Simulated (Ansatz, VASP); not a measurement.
# In: VASP beside Ansatz

```
CELL_PARAMETERS angstrom
-1.64755 1.64755 2.50651
1.64755 -1.64755 2.50651
1.64755 1.64755 -2.50651
ATOMIC_POSITIONS crystal
In 0.00000 0.00000 0.00000
```

Change from the starting cell: volume scaled by 1.04.

Alike in both runs: task single point; functional LDA; k mesh 14 × 14 × 14; occupations fermi-dirac, width 0.05 eV; no spin polarisation.

|  | VASP | Ansatz |
| --- | --- | --- |
| version | VASP 6.6.1 | Ansatz 0.2.0 |
| potentials or method | VASP PAW LDA potentials, release 64 (In_d), cutoff 520 eV | all-electron LAPW, scalar-relativistic |

VASP gave:

| Item | Value |
| --- | --- |
| pressure (GPa) | -4.0 |
| traceless stress, the component that is largest in VASP (GPa) | 0.25 |

**Question.** Which values does Ansatz return?

**Answer.** Pressure (GPa): -3.9; traceless stress, the component that is largest in VASP (GPa): 0.25.

LDA's correlation is that of Perdew and Zunger in VASP and of Perdew and Wang (1992) in Ansatz. Ansatz ran all-electron here, and VASP with PAW potentials.
